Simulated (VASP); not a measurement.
Here is a VASP 6.6.1 calculation.

INCAR

```
SYSTEM = CdS
PREC = Accurate
ENCUT = 520
EDIFF = 1E-6
ISMEAR = -1
SIGMA = 0.08
LREAL = .False.
LASPH = .True.
NELM = 80
ALGO = Normal
ISIF = 2
LWAVE = .False.
LCHARG = .False.
GGA = CA
NBANDS = 16
```

KPOINTS

```
regular mesh
0
Gamma
  16 16 16
  0 0 0
```

File POSCAR:

```
CdS
1.0
    0.0000000000      2.6604515919      2.6604515919
    2.6604515919      0.0000000000      2.6604515919
    2.6604515919      2.6604515919      0.0000000000
Cd S
1 1
Direct
    0.0000000000      0.0000000000      0.0000000000
    0.5000000000      0.5000000000      0.5000000000
```

Potentials or basis: VASP PAW LDA potentials, release 64 (Cd, S).

Command:

```console
$ cat potpaw_LDA.64/Cd/POTCAR potpaw_LDA.64/S/POTCAR > POTCAR
$ mpirun -np 1 vasp_std > vasp.out
```

Task: Estimate the pressure.

Result: 1.8 GPa.

Task: Estimate the band gap on the k mesh.

Result: Zero (band 9 reaches 3.65 eV, above the bottom of band 10 at 3.63 eV).
